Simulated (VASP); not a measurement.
# BeSe2 (Pa-3) in VASP: relaxation of cell and atoms with PBE

Aim: the relaxation of cell and atoms of BeSe2 with PBE.

Everything below comes from runs of VASP 6.6.1. Logs are shortened: lines on timing, memory, paths and dates and some standing lists are left out, and cuts for length are marked.

## 1. The cell of the first run

Symmetry: Pa-3, No. 205, cubic system. The conventional cell has a = 5.925 Å, b = 5.925 Å, c = 5.925 Å, α = 90.00°, β = 90.00°, γ = 90.00°. Within 3.3 Å of Be (site symmetry -3) lie 6 Se at 2.47 Å. Se (site symmetry 3) has 1 Se at 2.39 Å and 3 Be at 2.47 Å within 3.2 Å.

## 2. Relaxation of cell and atoms, PBE

The input, INCAR:

```
SYSTEM = BeSe2
  ALGO = Normal
  EDIFF = 1E-6
  EDIFFG = -0.01
  ENCUT = 600
  GGA = PE
  IBRION = 2
  ISIF = 3
  ISMEAR = 0
  LASPH = .True.
  LCHARG = .False.
  LREAL = .False.
  LWAVE = .False.
  NELM = 60
  NSW = 100
  PREC = Accurate
  SIGMA = 0.02
```

The input, KPOINTS:

```
k-points
0
Gamma
  6 6 6
  0 0 0
```

The input, POSCAR:

```
BeSe2
1.0
    5.9248394530      0.0000000000      0.0000000000
    0.0000000000      5.9248394530      0.0000000000
    0.0000000000      0.0000000000      5.9248394530
Be Se
4 8
Direct
    0.5000000000      0.0000000000      0.5000000000
    0.0000000000      0.0000000000      0.0000000000
    0.5000000000      0.5000000000      0.0000000000
    0.0000000000      0.5000000000      0.5000000000
    0.6165736089      0.8834263911      0.1165736089
    0.3834263911      0.1165736089      0.8834263911
    0.6165736089      0.6165736089      0.6165736089
    0.3834263911      0.3834263911      0.3834263911
    0.8834263911      0.1165736089      0.6165736089
    0.1165736089      0.8834263911      0.3834263911
    0.1165736089      0.6165736089      0.8834263911
    0.8834263911      0.3834263911      0.1165736089
```

Potentials or basis: VASP PAW PBE potentials, release 64 (Be, Se).

On the command line:

```sh
$ cat potpaw_PBE.64/Be/POTCAR potpaw_PBE.64/Se/POTCAR > POTCAR
$ mpirun -np 1 vasp_std > vasp.out
```

OUTCAR:

```text
SYSTEM = BeSe2
   EDIFF = 1E-6
   EDIFFG = -0.01
   ENCUT = 600
   GGA = PE
   IBRION = 2
   ISIF = 3
   ISMEAR = 0
   LASPH = .True.
   LREAL = .False.
   NELM = 60
   NSW = 100
   PREC = Accurate

 ion  position               nearest neighbor table
   1  0.500  0.000  0.500-   7 2.47   8 2.47   9 2.47  10 2.47   5 2.47   6 2.47
   2  0.000  0.000  0.000-   5 2.47   6 2.47  11 2.47  12 2.47   9 2.47  10 2.47
   3  0.500  0.500  0.000-   5 2.47   6 2.47  11 2.47  12 2.47   7 2.47   8 2.47
   4  0.000  0.500  0.500-   7 2.47   8 2.47   9 2.47  10 2.47  11 2.47  12 2.47
   5  0.617  0.883  0.117-   6 2.39   3 2.47   2 2.47   1 2.47
   6  0.383  0.117  0.883-   5 2.39   3 2.47   2 2.47   1 2.47
   7  0.617  0.617  0.617-   8 2.39   4 2.47   1 2.47   3 2.47
   8  0.383  0.383  0.383-   7 2.39   4 2.47   1 2.47   3 2.47
   9  0.883  0.117  0.617-  10 2.39   4 2.47   1 2.47   2 2.47
  10  0.117  0.883  0.383-   9 2.39   4 2.47   1 2.47   2 2.47
  11  0.117  0.617  0.883-  12 2.39   3 2.47   2 2.47   4 2.47
  12  0.883  0.383  0.117-  11 2.39   3 2.47   2 2.47   4 2.47

  LATTYP: Found a simple cubic cell.
 ALAT       =     5.9248394530

  Lattice vectors:

 A1 = (   5.9248394530,   0.0000000000,   0.0000000000)
 A2 = (   0.0000000000,   5.9248394530,   0.0000000000)
 A3 = (   0.0000000000,   0.0000000000,   5.9248394530)

Analysis of symmetry for initial positions (statically):
=====================================================================
 Subroutine PRICEL returns:
 Original cell was already a primitive cell.

 Routine SETGRP: Setting up the symmetry group for a
 simple cubic supercell.

 Subroutine GETGRP returns: Found 24 space group operations
 (whereof  6 operations were pure point group operations)
 out of a pool of 48 trial point group operations.

The static configuration has the point symmetry S_6 .
 The point group associated with its full space group is T_h .

Analysis of symmetry for dynamics (positions and initial velocities):
=====================================================================
 Subroutine PRICEL returns:
 Original cell was already a primitive cell.

 Routine SETGRP: Setting up the symmetry group for a
 simple cubic supercell.

 Subroutine GETGRP returns: Found 24 space group operations
 (whereof  6 operations were pure point group operations)
 out of a pool of 48 trial point group operations.

The dynamic configuration has the point symmetry S_6 .
 The point group associated with its full space group is T_h .

 Subroutine INISYM returns: Found 24 space group operations
 (whereof  6 operations are pure point group operations),
 and found     1 'primitive' translations

----------------------------------------------------------------------------------------

                                     Primitive cell

  volume of cell :     207.9839

  direct lattice vectors                    reciprocal lattice vectors
     5.924839453  0.000000000  0.000000000     0.168780945  0.000000000  0.000000000
     0.000000000  5.924839453  0.000000000     0.000000000  0.168780945  0.000000000
     0.000000000  0.000000000  5.924839453     0.000000000  0.000000000  0.168780945

  length of vectors
     5.924839453  5.924839453  5.924839453     0.168780945  0.168780945  0.168780945

  position of ions in fractional coordinates (direct lattice)
     0.500000000  0.000000000  0.500000000
     0.000000000  0.000000000  0.000000000
     0.500000000  0.500000000  0.000000000
     0.000000000  0.500000000  0.500000000
     0.616573609  0.883426391  0.116573609
     0.383426391  0.116573609  0.883426391
     0.616573609  0.616573609  0.616573609
     0.383426391  0.383426391  0.383426391
     0.883426391  0.116573609  0.616573609
     0.116573609  0.883426391  0.383426391
     0.116573609  0.616573609  0.883426391
     0.883426391  0.383426391  0.116573609

  ion indices of the primitive-cell ions
   primitive index   ion index
                 1           1
                 2           2
                 3           3
                 4           4
                 5           5
                 6           6
                 7           7
                 8           8
                 9           9
                10          10
                11          11
                12          12

----------------------------------------------------------------------------------------

 KPOINTS: k-points

Automatic generation of k-mesh.
 Grid dimensions read from file:
 generate k-points for:    6    6    6

 Generating k-lattice:

  Cartesian coordinates                     Fractional coordinates (reciprocal lattice)
     0.028130157  0.000000000  0.000000000     0.166666667  0.000000000  0.000000000
     0.000000000  0.028130157  0.000000000     0.000000000  0.166666667  0.000000000
     0.000000000  0.000000000  0.028130157     0.000000000  0.000000000  0.166666667

  Length of vectors
     0.028130157  0.028130157  0.028130157

  Shift w.r.t. Gamma in fractional coordinates (k-lattice)
     0.000000000  0.000000000  0.000000000

 Subroutine IBZKPT returns following result:
 ===========================================

 Found     24 irreducible k-points:

 Following reciprocal coordinates:
            Coordinates               Weight
  0.000000  0.000000  0.000000      1.000000
  0.166667  0.000000  0.000000      6.000000
  0.333333  0.000000  0.000000      6.000000
  0.500000  0.000000  0.000000      3.000000
  0.166667  0.166667  0.000000     12.000000
  0.333333  0.166667  0.000000     12.000000
[... 16 lines left out ...]
  0.500000  0.500000  0.333333      6.000000
  0.500000  0.500000  0.500000      1.000000
   k-points           NKPTS =     24   k-points in BZ     NKDIM =     24   number of bands    NBANDS=     35
   number of dos      NEDOS =    301   number of ions     NIONS =     12
   total plane-waves  NPLWV = 110592
   dimension x,y,z NGX =    48 NGY =   48 NGZ =   48
   dimension x,y,z NGXF=    96 NGYF=   96 NGZF=   96
   ions per type =               4   8
   NGX,Y,Z   is equivalent  to a cutoff of  13.47, 13.47, 13.47 a.u.
   NGXF,Y,Z  is equivalent  to a cutoff of  26.94, 26.94, 26.94 a.u.
 SYSTEM =  BeSe2
   PREC   = accura    normal or accurate (medium, high low for compatibility)
   ISTART =      0    job   : 0-new  1-cont  2-samecut
   ICHARG =      2    charge: 1-file 2-atom 10-const
   ISPIN  =      1    spin polarized calculation?
   LNONCOLLINEAR =      F non collinear calculations
   LSORBIT =      F    spin-orbit coupling
   LASPH  =      T    aspherical Exc in radial PAW
   ENCUT  =  600.0 eV  44.10 Ry    6.64 a.u.  11.83 11.83 11.83*2*pi/ulx,y,z
   NELM   =     60;   NELMIN=  2; NELMDL= -5     # of ELM steps
   EDIFF  = 0.1E-05   stopping-criterion for ELM
   LREAL  =      F    real-space projection
   EDIFFG = -.1E-01   stopping-criterion for IOM
   NSW    =    100    number of steps for IOM
   IBRION =      2    ionic relax: 0-MD 1-quasi-New 2-CG
   NFREE  =      1    steps in history (QN), initial steepest desc. (CG)
   ISIF   =      3    stress and relaxation
   ISYM   =      2    0-nonsym 1-usesym 2-fastsym
   POTIM  = 0.5000    time-step for ionic-motion
   TEBEG  =    0.0;   TEEND  =   0.0 temperature during run
   PSTRESS=    0.0 pullay stress
   NELECT =      56.0000    total number of electrons
   NUPDOWN=      -1.0000    fix difference up-down
   EMIN   =  10.00;   EMAX   =-10.00  energy-range for DOS
   EFERMI =   0.00;   METHOD = LEGACY
   ISMEAR =     0;   SIGMA  =   0.02  broadening in eV -4-tet -1-fermi 0-gaus
   EFERMI_NEDOS =   21; number of points for ismear=-14 and -15
   IALGO  =     38    algorithm
   IMIX   =      4    mixing-type and parameters
     AMIX     =   0.40;   BMIX     =  1.00
     AMIX_MAG =   1.60;   BMIX_MAG =  1.00
  volume/ion in A,a.u.               =      17.33       116.96
  Fermi-wavevector in a.u.,A,eV,Ry     =   1.057128  1.997682 15.204778  1.117520
  Thomas-Fermi vector in A             =   2.192389
   LORBIT       =      0    0 simple, 1 ext, 2 COOP (PROOUT), +10 PAW based schemes
   GGA     = PE    functional components
   LHFCALC =     F    Hartree Fock is set to
   AEXX    =    0.0000 exact exchange contribution
   IVDW    =     0    specifies the selected vdW correction
   LEPSILON=     F    determine dielectric tensor
   LRPA    =     F    only Hartree local field effects (RPA)
 conjugate gradient relaxation of ions
 non-spin polarized calculation
 Gauss-broadening in eV      SIGMA  =   0.02
  energy-cutoff  :      600.00
  volume of cell :      207.98
 maximum number of plane-waves:      6979
   NGX = 23   NGY = 23   NGZ = 23

--------------------------------------- Ionic step        1  -------------------------------------------

 number of electron      56.0000002 magnetization

 Free energy of the ion-electron system (eV)
  ---------------------------------------------------
  ext. energy  EPLUGINS =         0.00000000
  ---------------------------------------------------
  free energy    TOTEN  =       -46.25737241 eV

  energy without entropy =      -46.25737241  energy(sigma->0) =      -46.25737241

------------------------ aborting loop because EDIFF is reached ----------------------------------------

  FORCE on cell =-STRESS in cart. coord.  units (eV):
  Direction    XX          YY          ZZ          XY          YZ          ZX
  --------------------------------------------------------------------------------------
  -------------------------------------------------------------------------------------
  Total        0.8658897      0.8658897      0.8658897      0.0000000      0.0000000      0.0000000
  in kB        6.6702697      6.6702697      6.6702697      0.0000000      0.0000000      0.0000000
  external PRESSURE =       6.6702697 kB  Pullay stress =       0.0000000 kB
[... 169 lines left out ...]
  energy  without entropy=      -46.2606955803  energy(sigma->0) =      -46.26069558

--------------------------------------- Ionic step        5  -------------------------------------------

 number of electron      56.0000000 magnetization

 Free energy of the ion-electron system (eV)
  ---------------------------------------------------
  ext. energy  EPLUGINS =         0.00000000
  ---------------------------------------------------
  free energy    TOTEN  =       -46.26092644 eV

  energy without entropy =      -46.26092644  energy(sigma->0) =      -46.26092644

 E-fermi :   5.2948     XC(G=0): -10.1149

 val. band max:        5.1912307833   @ k =   0.1667   0.0000   0.0000
 cond. band min:       5.9283341096   @ k =   0.0000   0.0000   0.0000
 fundamental gap:      0.7371033263
 Fermi energy:         5.2947582493

 k-point     1 :       0.0000    0.0000    0.0000
  band No.  band energies     occupation
      1     -10.6411      2.00000
      2      -8.9006      2.00000
      3      -8.9006      2.00000
      4      -8.9006      2.00000
      5      -7.1939      2.00000
      6      -7.1939      2.00000
[... 940 lines left out ...]
  FREE ENERGIE OF THE ION-ELECTRON SYSTEM (eV)
  ---------------------------------------------------
  free  energy   TOTEN  =       -46.2609264404 eV

  energy  without entropy=      -46.2609264404  energy(sigma->0) =      -46.26092644

 reached required accuracy - stopping structural energy minimisation
```

Run time: 4.6 min. Hardware: 1 thread of AMD EPYC 9R45 (Zen 5), shared host; peak memory 0.41 GiB.

What came out:

```
Free energy                           : -46.2609 eV
Relaxed volume                        : 17.47 Å³/atom
Relaxed cell                          : a = 5.941 Å, b = 5.941 Å, c = 5.941 Å, α = 90.00°, β = 90.00°, γ = 90.00°
Space group after relaxing (to 0.1 Å) : Pa-3 (No. 205)
Energy gained by relaxing             : 0.3 meV/atom
Ionic steps                           : 5
Pressure after relaxing               : 0.0 GPa
Largest force after relaxing          : 0.008 eV/Å
Band gap on the k mesh                : 0.74 eV
```

Forces on the atoms (eV/Å):
```
Be   0.000  0.000  0.000
Be   0.000  0.000  0.000
Be   0.000  0.000  0.000
Be   0.000  0.000  0.000
Se  -0.005  0.005 -0.005
Se   0.005 -0.005  0.005
Se  -0.005 -0.005 -0.005
Se   0.005  0.005  0.005
Se   0.005 -0.005 -0.005
Se  -0.005  0.005  0.005
Se  -0.005 -0.005  0.005
Se   0.005  0.005 -0.005
```

Step by step:
```csv
step,energy change (eV),largest force (eV/Å),pressure (GPa),volume (Å³)
1,0.0000,0.0220,0.67,207.98
2,-0.0029,0.0502,-0.22,210.16
3,-0.0033,0.0305,0.01,209.57
4,-0.0033,0.0297,0.04,209.53
5,-0.0036,0.0081,0.02,209.67
```

Final structure:
```cif
data_structure
_symmetry_space_group_name_H-M 'P 1'
_symmetry_Int_Tables_number 1
_cell_length_a 5.9408
_cell_length_b 5.9408
_cell_length_c 5.9408
_cell_angle_alpha 90.000
_cell_angle_beta 90.000
_cell_angle_gamma 90.000
_cell_volume 209.67
loop_
_atom_site_label
_atom_site_type_symbol
_atom_site_fract_x
_atom_site_fract_y
_atom_site_fract_z
_atom_site_occupancy
Be1 Be 0.50000 0.00000 0.50000 1
Be2 Be 0.00000 0.00000 0.00000 1
Be3 Be 0.50000 0.50000 0.00000 1
Be4 Be 0.00000 0.50000 0.50000 1
Se1 Se 0.61652 0.88348 0.11652 1
Se2 Se 0.38348 0.11652 0.88348 1
Se3 Se 0.61652 0.61652 0.61652 1
Se4 Se 0.38348 0.38348 0.38348 1
Se5 Se 0.88348 0.11652 0.61652 1
Se6 Se 0.11652 0.88348 0.38348 1
Se7 Se 0.11652 0.61652 0.88348 1
Se8 Se 0.88348 0.38348 0.11652 1
```

Levels at points of the mesh, in eV from the valence-band top:
```csv
k point,band 26,band 27,band 28,band 29,band 30,band 31
"(0.00, 0.00, 0.00)",-1.05,0.00,0.00,0.74,2.68,2.68
"(0.50, 0.00, 0.00)",-1.31,-0.05,-0.05,1.42,1.42,1.54
"(0.50, 0.50, 0.00)",-1.57,-1.57,-1.57,1.49,1.49,1.49
"(0.50, 0.50, 0.50)",-1.94,-1.94,-1.94,1.26,1.26,1.26
```

A k mesh can miss the band edges.
